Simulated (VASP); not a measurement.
# TlCl: single point with LDA

Crystal: TlCl.

```
Tl Cl
1.0
     3.69389    0.00000    0.00000
     0.00000    3.69389    0.00000
     0.00000    0.00000    3.69389
Tl Cl
1 1
Cartesian
  0.0000 0.0000 0.0000
  1.8469 1.8469 1.8469
```

```yaml
Program: VASP 6.6.1
Task: single point
Functional: LDA
Potentials_or_basis: VASP PAW LDA potentials, release 64 (Tl_d, Cl)
Cutoff: 500 eV
k_mesh: 10 × 10 × 10
Occupations: fermi-dirac, width 0.05 eV
Spin: no spin polarisation
Dipole_correction: no
Further_INCAR_settings: ALGO = Normal; EDIFF = 1e-06; NBANDS = 17
```

| Quantity | Value |
| --- | --- |
| Pressure | 0.0 GPa |
| Band gap on the k mesh | 1.54 eV |

Levels at points of the mesh, in eV from the valence-band top:
```csv
k point,band 6,band 7,band 8,band 9,band 10,band 11,band 12,band 13,band 14,band 15
"(0.00, 0.00, 0.00)",-9.91,-4.99,-2.11,-2.11,-2.11,7.29,7.29,8.05,8.05,8.05
"(0.50, 0.00, 0.00)",-9.89,-6.33,-1.53,-1.53,0.00,1.54,6.33,6.33,8.08,11.51
"(0.50, 0.50, 0.00)",-9.80,-3.92,-3.92,-3.73,-1.51,4.80,4.80,8.12,8.74,11.22
"(0.50, 0.50, 0.50)",-9.79,-2.63,-2.63,-2.63,-2.16,1.82,1.82,1.82,13.20,13.20
```

Wall time 20 s on 1 thread of Intel(R) Xeon(R) Platinum 8488C (Sapphire Rapids), on a shared host, peak memory 0.17 GiB.

Caveat: spin-orbit coupling is left out, which moves the levels of the heavy elements. A k mesh can miss the band edges.
